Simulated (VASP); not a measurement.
# SrTiO3 in VASP: single point with PBEsol

Aim: the single point of SrTiO3 with PBEsol.

Program: VASP 6.6.1. These are calculated values, not measurements. Logs are shortened: lines on timing, memory, paths and dates and some standing lists are left out, and cuts for length are marked.

## 1. The cell of the first run

The cell holds a slab with vacuum, 30 atoms: a = 5.487 Å, b = 5.487 Å, c = 24.761 Å, α = 90.00°, β = 90.00°, γ = 90.00°.

## 2. Single point, PBEsol

The input, INCAR:

```
PREC = Accurate
ENCUT = 520
EDIFF = 1E-6
ISMEAR = 0
SIGMA = 0.05
LREAL = Auto
LASPH = True
NELM = 100
ALGO = Normal
ISIF = 2
LWAVE = False
LCHARG = True
LDIPOL = True
IDIPOL = 3
DIPOL = 0.5 0.5 0.508
GGA = PS
LELF = True
LVHAR = True
LVACPOTAV = True
NBANDS = 141
```

The input, KPOINTS:

```
regular mesh
0
Gamma
  5 5 1
```

The input, POSCAR:

```
SrTiO3
1.0
    5.4870893870      0.0000000000      0.0000000000
    0.0000000000      5.4870893870      0.0000000000
    0.0000000000      0.0000000000     24.7607832423
Sr O Ti
6 18 6
Direct
    0.5000000000      0.0000000000      0.3028983343
    0.0000000000      0.5000000000      0.3028983343
    0.0000000000      0.5000000000      0.4605796669
    0.5000000000      0.0000000000      0.4605796669
    0.5000000000      0.0000000000      0.6182609994
    0.0000000000      0.5000000000      0.6182609994
    0.0000000000      0.0000000000      0.3028983343
    0.5000000000      0.5000000000      0.3028983343
    0.7746454728      0.7253545272      0.3817390006
    0.2746454728      0.7746454728      0.3817390006
    0.2253545272      0.2746454728      0.3817390006
    0.7253545272      0.2253545272      0.3817390006
    0.5000000000      0.5000000000      0.4605796669
    0.0000000000      0.0000000000      0.4605796669
    0.2746454728      0.2253545272      0.5394203331
    0.7746454728      0.2746454728      0.5394203331
    0.7253545272      0.7746454728      0.5394203331
    0.2253545272      0.7253545272      0.5394203331
    0.0000000000      0.0000000000      0.6182609994
    0.5000000000      0.5000000000      0.6182609994
    0.7746454728      0.7253545272      0.6971016657
    0.2746454728      0.7746454728      0.6971016657
    0.2253545272      0.2746454728      0.6971016657
    0.7253545272      0.2253545272      0.6971016657
    0.5000000000      0.5000000000      0.3817390006
    0.0000000000      0.0000000000      0.3817390006
    0.0000000000      0.0000000000      0.5394203331
    0.5000000000      0.5000000000      0.5394203331
    0.5000000000      0.5000000000      0.6971016657
    0.0000000000      0.0000000000      0.6971016657
```

Potentials or basis: VASP PAW PBE potentials, release 64 (Sr_sv, O, Ti_sv).

Command:

```sh
> cat potpaw_PBE.64/Sr_sv/POTCAR potpaw_PBE.64/O/POTCAR potpaw_PBE.64/Ti_sv/POTCAR > POTCAR
> mpirun -np 1 vasp_std > vasp.out
```

OUTCAR:

```text
PREC = Accurate
   ENCUT = 520
   EDIFF = 1E-6
   ISMEAR = 0
   LREAL = Auto
   LASPH = True
   NELM = 100
   ISIF = 2
   GGA = PS

 ion  position               nearest neighbor table
   1  0.500  0.000  0.303-  10 2.62  12 2.62   7 2.74   8 2.74   8 2.74   7 2.74  11 2.89   9 2.89
                            25 3.37  25 3.37  26 3.37  26 3.37   2 3.88   2 3.88   2 3.88   2 3.88
   2  0.000  0.500  0.303-   9 2.62  11 2.62   7 2.74   8 2.74   7 2.74   8 2.74  10 2.89  12 2.89
                            25 3.37  26 3.37  26 3.37  25 3.37   1 3.88   1 3.88   1 3.88   1 3.88
   3  0.000  0.500  0.461-  16 2.62  18 2.62   9 2.62  11 2.62  13 2.74  14 2.74  14 2.74  13 2.74
                            17 2.89  15 2.89  10 2.89  12 2.89  27 3.37  27 3.37  28 3.37  28 3.37
   4  0.500  0.000  0.461-  15 2.62  17 2.62  10 2.62  12 2.62  13 2.74  14 2.74  13 2.74  14 2.74
                            16 2.89  18 2.89  11 2.89   9 2.89  27 3.37  28 3.37  28 3.37  27 3.37
   5  0.500  0.000  0.618-  15 2.62  17 2.62  22 2.62  24 2.62  19 2.74  20 2.74  20 2.74  19 2.74
                            23 2.89  18 2.89  21 2.89  16 2.89  29 3.37  30 3.37  27 3.37  28 3.37
   6  0.000  0.500  0.618-  16 2.62  18 2.62  21 2.62  23 2.62  19 2.74  20 2.74  19 2.74  20 2.74
                            15 2.89  24 2.89  17 2.89  22 2.89  29 3.37  30 3.37  27 3.37  27 3.37
   7  0.000  0.000  0.303-  26 1.95   2 2.74   1 2.74   2 2.74   1 2.74
   8  0.500  0.500  0.303-  25 1.95   2 2.74   1 2.74   1 2.74   2 2.74
   9  0.775  0.725  0.382-  25 1.95  26 1.95   2 2.62   3 2.62   1 2.89   4 2.89
  10  0.275  0.775  0.382-  25 1.95  26 1.95   1 2.62   4 2.62   3 2.89   2 2.89
  11  0.225  0.275  0.382-  25 1.95  26 1.95   2 2.62   3 2.62   1 2.89   4 2.89
  12  0.725  0.225  0.382-  25 1.95  26 1.95   1 2.62   4 2.62   3 2.89   2 2.89
  13  0.500  0.500  0.461-  28 1.95  25 1.95   3 2.74   4 2.74   4 2.74   3 2.74
  14  0.000  0.000  0.461-  27 1.95  26 1.95   3 2.74   4 2.74   3 2.74   4 2.74
  15  0.275  0.225  0.539-  27 1.95  28 1.95   4 2.62   5 2.62   3 2.89   6 2.89
  16  0.775  0.275  0.539-  27 1.95  28 1.95   3 2.62   6 2.62   4 2.89   5 2.89
  17  0.725  0.775  0.539-  27 1.95  28 1.95   4 2.62   5 2.62   3 2.89   6 2.89
  18  0.225  0.725  0.539-  27 1.95  28 1.95   3 2.62   6 2.62   4 2.89   5 2.89
  19  0.000  0.000  0.618-  27 1.95  30 1.95   5 2.74   6 2.74   6 2.74   5 2.74
  20  0.500  0.500  0.618-  28 1.95  29 1.95   5 2.74   6 2.74   5 2.74   6 2.74
  21  0.775  0.725  0.697-  29 1.95  30 1.95   6 2.62   5 2.89
  22  0.275  0.775  0.697-  29 1.95  30 1.95   5 2.62   6 2.89
  23  0.225  0.275  0.697-  29 1.95  30 1.95   6 2.62   5 2.89
  24  0.725  0.225  0.697-  29 1.95  30 1.95   5 2.62   6 2.89
  25  0.500  0.500  0.382-   9 1.95  10 1.95  11 1.95  12 1.95   8 1.95  13 1.95   3 3.37   4 3.37
                             1 3.37   2 3.37   1 3.37   4 3.37   2 3.37   3 3.37
  26  0.000  0.000  0.382-   9 1.95  10 1.95  11 1.95  12 1.95   7 1.95  14 1.95   3 3.37   4 3.37
                             1 3.37   2 3.37   2 3.37   3 3.37   1 3.37   4 3.37
  27  0.000  0.000  0.539-  15 1.95  16 1.95  17 1.95  18 1.95  14 1.95  19 1.95   3 3.37   4 3.37
                             3 3.37   4 3.37   5 3.37   6 3.37   6 3.37   5 3.37
  28  0.500  0.500  0.539-  15 1.95  16 1.95  17 1.95  18 1.95  13 1.95  20 1.95   3 3.37   4 3.37
                             4 3.37   3 3.37   5 3.37   5 3.37   6 3.37   6 3.37
  29  0.500  0.500  0.697-  21 1.95  22 1.95  23 1.95  24 1.95  20 1.95   6 3.37   5 3.37   5 3.37
                             6 3.37
  30  0.000  0.000  0.697-  21 1.95  22 1.95  23 1.95  24 1.95  19 1.95   6 3.37   5 3.37   6 3.37
                             5 3.37

  LATTYP: Found a simple tetragonal cell.
 ALAT       =     5.4870893870
 C/A-ratio  =     4.5125532857

  Lattice vectors:

 A1 = (   5.4870893870,   0.0000000000,   0.0000000000)
 A2 = (   0.0000000000,   5.4870893870,   0.0000000000)
 A3 = (   0.0000000000,   0.0000000000,  24.7607832423)

Analysis of symmetry for initial positions (statically):
=====================================================================
 Subroutine PRICEL returns:
 Original cell was already a primitive cell.

 Routine SETGRP: Setting up the symmetry group for a
 simple tetragonal supercell.

 Subroutine GETGRP returns: Found  8 space group operations
 (whereof  4 operations were pure point group operations)
 out of a pool of 16 trial point group operations.

The static configuration has the point symmetry     .
 The point group associated with its full space group is C_4v.

Analysis of symmetry for dynamics (positions and initial velocities):
=====================================================================
 Subroutine PRICEL returns:
 Original cell was already a primitive cell.

 Routine SETGRP: Setting up the symmetry group for a
[... 106 lines left out ...]

  Length of vectors
     0.036449197  0.036449197  0.040386445

  Shift w.r.t. Gamma in fractional coordinates (k-lattice)
     0.000000000  0.000000000  0.000000000

 Subroutine IBZKPT returns following result:
 ===========================================

 Found      6 irreducible k-points:

 Following reciprocal coordinates:
            Coordinates               Weight
  0.000000  0.000000  0.000000      1.000000
  0.200000  0.000000  0.000000      4.000000
  0.400000  0.000000  0.000000      4.000000
  0.200000  0.200000  0.000000      4.000000
  0.400000  0.200000  0.000000      8.000000
  0.400000  0.400000  0.000000      4.000000
   k-points           NKPTS =      6   k-points in BZ     NKDIM =      6   number of bands    NBANDS=    141
   number of dos      NEDOS =    301   number of ions     NIONS =     30
   total plane-waves  NPLWV = 338688
   dimension x,y,z NGX =    42 NGY =   42 NGZ =  192
   dimension x,y,z NGXF=    84 NGYF=   84 NGZF=  384
   ions per type =               6  18   6
   NGX,Y,Z   is equivalent  to a cutoff of  12.73, 12.73, 12.89 a.u.
   NGXF,Y,Z  is equivalent  to a cutoff of  25.45, 25.45, 25.78 a.u.
 SYSTEM =  unknown system
   PREC   = accura    normal or accurate (medium, high low for compatibility)
   ISTART =      0    job   : 0-new  1-cont  2-samecut
   ICHARG =      2    charge: 1-file 2-atom 10-const
   ISPIN  =      1    spin polarized calculation?
   LNONCOLLINEAR =      F non collinear calculations
   LSORBIT =      F    spin-orbit coupling
   LASPH  =      T    aspherical Exc in radial PAW
   ENCUT  =  520.0 eV  38.22 Ry    6.18 a.u.  10.20 10.20 46.04*2*pi/ulx,y,z
   NELM   =    100;   NELMIN=  2; NELMDL= -5     # of ELM steps
   EDIFF  = 0.1E-05   stopping-criterion for ELM
   LREAL  =      T    real-space projection
   EDIFFG = 0.1E-04   stopping-criterion for IOM
   NSW    =      0    number of steps for IOM
   IBRION =     -1    ionic relax: 0-MD 1-quasi-New 2-CG
   NFREE  =      0    steps in history (QN), initial steepest desc. (CG)
   ISIF   =      2    stress and relaxation
   ISYM   =      2    0-nonsym 1-usesym 2-fastsym
   POTIM  = 0.5000    time-step for ionic-motion
   TEBEG  =    0.0;   TEEND  =   0.0 temperature during run
   PSTRESS=    0.0 pullay stress
   NELECT =     240.0000    total number of electrons
   NUPDOWN=      -1.0000    fix difference up-down
   EMIN   =  10.00;   EMAX   =-10.00  energy-range for DOS
   EFERMI =   0.00;   METHOD = LEGACY
   ISMEAR =     0;   SIGMA  =   0.05  broadening in eV -4-tet -1-fermi 0-gaus
   EFERMI_NEDOS =   21; number of points for ismear=-14 and -15
   IALGO  =     38    algorithm
   IMIX   =      4    mixing-type and parameters
     AMIX     =   0.40;   BMIX     =  1.00
     AMIX_MAG =   1.60;   BMIX_MAG =  1.00
  volume/ion in A,a.u.               =      24.85       167.70
  Fermi-wavevector in a.u.,A,eV,Ry     =   1.122008  2.120287 17.128386  1.258901
  Thomas-Fermi vector in A             =   2.258665
   LORBIT       =      0    0 simple, 1 ext, 2 COOP (PROOUT), +10 PAW based schemes
   GGA     = PS    functional components
   LHFCALC =     F    Hartree Fock is set to
   AEXX    =    0.0000 exact exchange contribution
   IVDW    =     0    specifies the selected vdW correction
   LEPSILON=     F    determine dielectric tensor
   LRPA    =     F    only Hartree local field effects (RPA)
 non-spin polarized calculation
 Gauss-broadening in eV      SIGMA  =   0.05
  energy-cutoff  :      520.00
  volume of cell :      745.50
 maximum number of plane-waves:     20113
 NGX is ok and might be reduce to    42
   NGX = 21   NGY = 21   NGZ = 93

 dipolmoment           0.000000      0.000000     -0.036280 electrons x Angstroem

 number of electron     239.9999998 magnetization

 dipolmoment           0.000000      0.000000      0.466718 electrons x Angstroem

 Free energy of the ion-electron system (eV)
  ---------------------------------------------------
  ext. energy  EPLUGINS =         0.00000000
  ---------------------------------------------------
  free energy    TOTEN  =      -247.09711862 eV

  energy without entropy =     -247.09711862  energy(sigma->0) =     -247.09711862

 E-fermi :   0.8128     XC(G=0):  -6.0897

 val. band max:        0.4660445902   @ k =   0.0000   0.0000   0.0000
 cond. band min:       1.5433292238   @ k =   0.0000   0.0000   0.0000
 fundamental gap:      1.0772846336
 Fermi energy:         0.8128025777

 k-point     1 :       0.0000    0.0000    0.0000
  band No.  band energies     occupation
      1     -56.5382      2.00000
      2     -56.5347      2.00000
      3     -56.4994      2.00000
      4     -56.4959      2.00000
      5     -56.4778      2.00000
      6     -56.4747      2.00000
[... 799 lines left out ...]
    131       3.3120      0.00000
    132       3.3822      0.00000
 [bands above 132 left out]

------------------------ aborting loop because EDIFF is reached ----------------------------------------

  FORCE on cell =-STRESS in cart. coord.  units (eV):
  Direction    XX          YY          ZZ          XY          YZ          ZX
  --------------------------------------------------------------------------------------
  -------------------------------------------------------------------------------------
  Total      -11.1467785    -11.1467785     -6.4271355      0.0000000      0.0000000      0.0000000
  in kB      -23.9558457    -23.9558457    -13.8127322      0.0000000      0.0000000      0.0000000
  external PRESSURE =     -20.5748079 kB  Pullay stress =       0.0000000 kB

 VOLUME and BASIS-vectors are now :
 -----------------------------------------------------------------------------
  energy-cutoff  :      520.00
  volume of cell :      745.50
      direct lattice vectors                 reciprocal lattice vectors
     5.487089387  0.000000000  0.000000000     0.182245983  0.000000000  0.000000000
     0.000000000  5.487089387  0.000000000     0.000000000  0.182245983  0.000000000
     0.000000000  0.000000000 24.760783242     0.000000000  0.000000000  0.040386445

 POSITION                                       TOTAL-FORCE (eV/Angst)
 -----------------------------------------------------------------------------------
      2.74354      0.00000      7.50000        -0.000000      0.000000      1.383897
      0.00000      2.74354      7.50000        -0.000000      0.000000      1.383897
      0.00000      2.74354     11.40431        -0.000000      0.000000      0.115900
      2.74354      0.00000     11.40431        -0.000000      0.000000      0.115900
      2.74354      0.00000     15.30863        -0.000000      0.000000      0.712521
      0.00000      2.74354     15.30863        -0.000000      0.000000      0.712521
[... 22 lines left out ...]
      2.74354      2.74354     17.26078        -0.000000      0.000000     -2.023437
      0.00000      0.00000     17.26078        -0.000000      0.000000     -2.023437
 -----------------------------------------------------------------------------------
    total drift:                                0.000000      0.000000      0.031952

  FREE ENERGIE OF THE ION-ELECTRON SYSTEM (eV)
  ---------------------------------------------------
  free  energy   TOTEN  =      -247.0971186235 eV

  energy  without entropy=     -247.0971186235  energy(sigma->0) =     -247.09711862

 vacuum level on the upper side and lower side of the slab         5.309         2.504
```

Wall time 34 min (1 thread of Oxide Virtual Turin-like, shared host); peak memory 0.89 GiB.

What came out:

| Item | Value |
| --- | --- |
| Free energy | -247.0971 eV |
| Largest force | 2.023 eV/Å |
| Band gap on the k mesh | 1.08 eV |

Forces on the atoms (eV/Å):
```
Sr   0.000  0.000  1.384
Sr   0.000  0.000  1.384
Sr   0.000  0.000  0.116
Sr   0.000  0.000  0.116
Sr   0.000  0.000  0.713
Sr   0.000  0.000  0.713
O    0.000  0.000 -0.734
O    0.000  0.000 -0.734
O    0.081 -0.081 -0.093
O    0.081  0.081 -0.093
O   -0.081  0.081 -0.093
O   -0.081 -0.081 -0.093
O    0.000  0.000  0.188
O    0.000  0.000  0.188
O   -0.011  0.011 -0.061
O   -0.011 -0.011 -0.061
O    0.011 -0.011 -0.061
O    0.011  0.011 -0.061
O    0.000  0.000  0.823
O    0.000  0.000  0.823
O   -0.146  0.146  0.346
O   -0.146 -0.146  0.346
O    0.146 -0.146  0.346
O    0.146  0.146  0.346
Ti   0.000  0.000 -0.780
Ti   0.000  0.000 -0.780
Ti   0.000  0.000 -0.068
Ti   0.000  0.000 -0.068
Ti   0.000  0.000 -2.023
Ti   0.000  0.000 -2.023
```

Caveat: the PAW data sets were made with another functional, which shifts forces and pressure a little.
